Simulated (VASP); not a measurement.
Wanted: the native input for a VASP 6.6.1 run.

```yaml
Task: single point
Functional: r2SCAN
Potentials_or_basis: VASP PAW PBE potentials, release 64 (Mg, O)
Cutoff: 520 eV
k_mesh: 10 × 10 × 10
Occupations: gaussian, width 0.05 eV
Spin: no spin polarisation
Dipole_correction: no
Further_INCAR_settings: ALGO = Normal; EDIFF = 1e-06; NBANDS = 11
```

The system is MgO.

```
CELL_PARAMETERS angstrom
0.00000 2.10211 2.10211
2.10211 0.00000 2.10211
2.10211 2.10211 0.00000
ATOMIC_POSITIONS crystal
Mg 0.01189 0.98811 0.01189
O 0.50000 0.50000 0.50000
```

This cell differs from its parent crystal: all Mg atoms moved +0.050 Å, as atom 1 along Cartesian [0 1 0].

One way to write it, as run:

POSCAR

```
MgO
1.0
    0.0000000000      2.1021086852      2.1021086852
    2.1021086852      0.0000000000      2.1021086852
    2.1021086852      2.1021086852      0.0000000000
Mg O
1 1
Direct
    0.0118928199     -0.0118928199      0.0118928199
    0.5000000000      0.5000000000      0.5000000000
```

INCAR.step1

```
  ALGO = Normal
  EDIFF = 1E-4
  ENCUT = 520
  GGA = PE
  ISMEAR = 0
  LASPH = T
  LCHARG = F
  LREAL = F
  LWAVE = T
  NBANDS = 11
  NELM = 80
  PREC = Accurate
  SIGMA = 0.05
```

INCAR.step2

```
  ALGO = Normal
  EDIFF = 1E-6
  ENCUT = 520
  ISIF = 2
  ISMEAR = 0
  ISTART = 1
  LASPH = T
  LCHARG = T
  LELF = T
  LMIXTAU = T
  LREAL = F
  LVHAR = T
  LWAVE = F
  METAGGA = R2SCAN
  NBANDS = 11
  NELM = 80
  PREC = Accurate
  SIGMA = 0.05
```

KPOINTS

```
k-points
0
Gamma
  10 10 10
```

Potentials or basis: VASP PAW PBE potentials, release 64 (Mg, O).

Launch:

```console
$ cat potpaw_PBE.64/Mg/POTCAR potpaw_PBE.64/O/POTCAR > POTCAR
$ cp INCAR.step1 INCAR
$ mpirun -np 1 vasp_std > vasp.out
$ cp INCAR.step2 INCAR
$ mpirun -np 1 vasp_std > vasp.out
```

It gave:

The pressure is -0.9 GPa, the largest force is 0.291 eV/Å and the band gap on the k mesh is 5.66 eV, direct.

Caveat: the cell differs from its parent crystal (all Mg atoms moved +0.050 Å, as atom 1 along Cartesian [0 1 0]); the PAW data sets were made with another functional, which shifts forces and pressure a little.

It took 36 s on 1 thread of Intel(R) Xeon(R) Platinum 8488C (Sapphire Rapids), with other jobs on the host, peak memory 0.16 GiB.
